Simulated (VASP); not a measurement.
Wanted: the native input for a VASP 6.6.1 run.

```
Task                   : single point
Functional             : PBE
Potentials or basis    : VASP PAW PBE potentials, release 64 (C, O)
Cutoff                 : 520 eV
k mesh                 : 2 × 2 × 1
Occupations            : gaussian, width 0.02 eV
Spin                   : no spin polarisation
Dipole correction      : no
Further INCAR settings : LREAL = Auto; ALGO = Normal; EDIFF = 1e-06; NBANDS = 57
```

The structure of C19O lies in POSCAR:

```
C19O
1.0
    7.3980000000      0.0000000000      0.0000000000
   -3.6990000000      6.4068560000      0.0000000000
    0.0000000000      0.0000000000     12.0000000000
C O
19 1
Direct
    0.0021009423      0.0112148611      0.0613980000
    0.2270300078      0.1236782909      0.0613964167
    0.0042588749      0.3464736838      0.0614256667
    0.2248781703      0.4567917556      0.0614172500
    0.0040255901      0.6776448542      0.0613521667
    0.2251118439      0.7881809736      0.0613327500
    0.3375777625      0.0131036190      0.0613692500
    0.5581850862      0.1234255928      0.0613920000
    0.3373338806      0.3442982018      0.0614058333
    0.5584693060      0.4548772440      0.0614008333
    0.3354172020      0.6779084780      0.0613685000
    0.5603490359      0.7903506806      0.0613828333
    0.6706536901      0.0109610705      0.0613970000
    0.8917892697      0.1215212266      0.0614069167
    0.6687674110      0.3445610452      0.0613995000
    0.8937098802      0.4570550673      0.0614017500
    0.6709358671      0.6798084739      0.0613889167
    0.8915446837      0.7900901784      0.0613765000
    0.0989369009      0.5119451725      0.3645772500
    0.0557983421      0.3682898445      0.4170768333
```

These files were run (other wordings do the same):

INCAR

```
PREC = Accurate ; ENCUT = 520
EDIFF = 1E-6 ; ISMEAR = 0
SIGMA = 0.02 ; LREAL = Auto
LASPH = True ; NELM = 60
ALGO = Normal ; ISIF = 2
LWAVE = False ; LCHARG = False
GGA = PE ; NBANDS = 57
```

KPOINTS

```
regular mesh
0
Gamma
  2 2 1
```

Potentials or basis: VASP PAW PBE potentials, release 64 (C, O).

Run with:

```console
$ cat potpaw_PBE.64/C/POTCAR potpaw_PBE.64/O/POTCAR > POTCAR
$ mpirun -np 1 vasp_std > vasp.out
```

It gave:

```json
{
  "Largest force": "0.934 eV/Å",
  "Band gap on the k mesh": "0.22 eV"
}
```

Caveat: the k points lie up to 0.49 Å⁻¹ apart.

Wall time 2.9 min on 1 thread of Intel(R) Xeon(R) 6975P-C (Granite Rapids), with other jobs on the host, peak memory 0.57 GiB.
